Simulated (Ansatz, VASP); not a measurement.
## In in VASP and in Ansatz

File POSCAR:

```
In
1.0
   -1.6254700000      1.6254700000      2.4737000000
    1.6254700000     -1.6254700000      2.4737000000
    1.6254700000      1.6254700000     -2.4737000000
In
1
Direct
    0.0000000000      0.0000000000      0.0000000000
```

The input INCAR.step1:

```
  PREC = Accurate
  ENCUT = 520
  EDIFF = 1E-5
  ISMEAR = -1
  SIGMA = 0.05
  LREAL = False
  LASPH = True
  NELM = 60
  ALGO = Normal
  ISIF = 2
  LWAVE = True
  LCHARG = False
  GGA = PE
  NBANDS = 12
```

File INCAR.step2:

```
  PREC = Accurate
  ENCUT = 520
  EDIFF = 1E-6
  ISMEAR = -1
  SIGMA = 0.05
  LREAL = False
  LASPH = True
  NELM = 60
  ALGO = Normal
  ISIF = 2
  LWAVE = False
  LCHARG = False
  GGA = PS
  LHFCALC = True
  AEXX = 0.25
  HFSCREEN = 0.207
  PRECFOCK = Normal
  ISTART = 1
  NBANDS = 12
```

The input KPOINTS:

```
regular mesh
0
Gamma
  6 6 6
```

The input input:

```
crystal:
  lattice:
    - [-1.62547, 1.62547, 2.4737]
    - [1.62547, -1.62547, 2.4737]
    - [1.62547, 1.62547, -2.4737]
  atoms:
    - { symbol: In, position: [0.0, 0.0, 0.0] }
hamiltonian:
  xc:
    exchange: hjs_pbesol
    correlation: pbesol
    exx: { coeff: 0.25, omega: 0.207 }
  pseudopotentials: { kind: paw }
kpoints:
  mp_grid: { grid: [6, 6, 6] }
  band_path:
    path:
      - [[0.0, 0.0, 0.0], [0.0, 0.0, 0.5], [-0.2158906645, 0.2158906645, 0.5], [-0.3579453323, 0.3579453323, 0.3579453323], [0.0, 0.0, 0.0], [0.5, 0.5, -0.5], [0.3579453323, 0.6420546677, -0.3579453323], [0.0, 0.5, 0.0], [0.25, 0.25, 0.25], [0.5, 0.5, -0.2158906645], [0.5, 0.5, -0.5]]
      - [[0.0, 0.0, 0.5], [0.25, 0.25, 0.25]]
    npoints: 4
scf:
  occupations: { method: fermi_dirac, width: 0.05 }
  n_extra_bands: 6
output:
  forces: true
  stress: true
  eigenvalues: true
  fatbands: false
```

Alike in both runs: functional PBEsol-based screened hybrid with a share of 0.25 of exact exchange and HFSCREEN = 0.207; k mesh 6 × 6 × 6; occupations fermi-dirac, width 0.05 eV; no spin polarisation.

```csv
,VASP,Ansatz
version,VASP 6.6.1,Ansatz 0.2.0
potentials or method,"VASP PAW PBE potentials, release 64 (In_d)",Ansatz PAW
plane-wave cutoff (eV),520,420
valence electrons in the cell,13,13
task,single point,band structure
```

```tsv
	VASP	Ansatz	Ansatz less VASP
gap on the k mesh at the Fermi level (eV)	none	none	-
pressure (GPa)	-2.8	-1.8	+0.99
traceless stress, the component that is largest in VASP (GPa)	-0.69	-0.73	-0.038
```

VASP's potentials were made for PBE, not for PBEsol-based screened hybrid. A gap of «none» marks a metal or a gap that the smearing closes.

The k mesh is coarse, so the values compare programs but aren't converged.
